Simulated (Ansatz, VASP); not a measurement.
## Al3GaAs4: VASP beside Ansatz

```xyz
8
Lattice="5.4389 0.0000 0.0000 0.0000 5.4389 0.0000 0.0000 0.0000 5.4389" Properties=species:S:1:pos:R:3 pbc="T T T"
Al    2.7194    0.0000    0.0000
Al    0.0000    0.0000    2.7194
Al    0.0000    2.7194    0.0000
Ga    2.7194    2.7194    2.7194
As    4.0792    1.3597    4.0792
As    4.0792    4.0792    1.3597
As    1.3597    1.3597    1.3597
As    1.3597    4.0792    4.0792
```

Alike in both runs: task single point; functional PBE; k mesh 4 × 4 × 4; occupations gaussian, width 0.1 eV; no spin polarisation.

|  | VASP | Ansatz |
| --- | --- | --- |
| version | VASP 6.6.1 | Ansatz 0.2.0 |
| potentials or method | VASP PAW PBE potentials, release 64 (Al, Ga_d, As), cutoff 520 eV | scalar-relativistic, plane waves, PAW |
| valence electrons in the cell | 42 | 82 |

|  | VASP | Ansatz | Ansatz less VASP |
| --- | --- | --- | --- |
| gap on the k mesh at the Fermi level (eV) | 1.24 | 1.26 | +0.013 |
| least direct gap on the mesh (eV) | 1.24 | 1.26 | +0.013 |
| pressure (GPa) | 14.9 | 14.6 | -0.32 |

The functional is the same, so the differences come from potentials, cutoffs and numerics. VASP's potentials hold 42 valence electrons a cell and Ansatz's 82, so a difference there can come from the potentials and not from the codes.
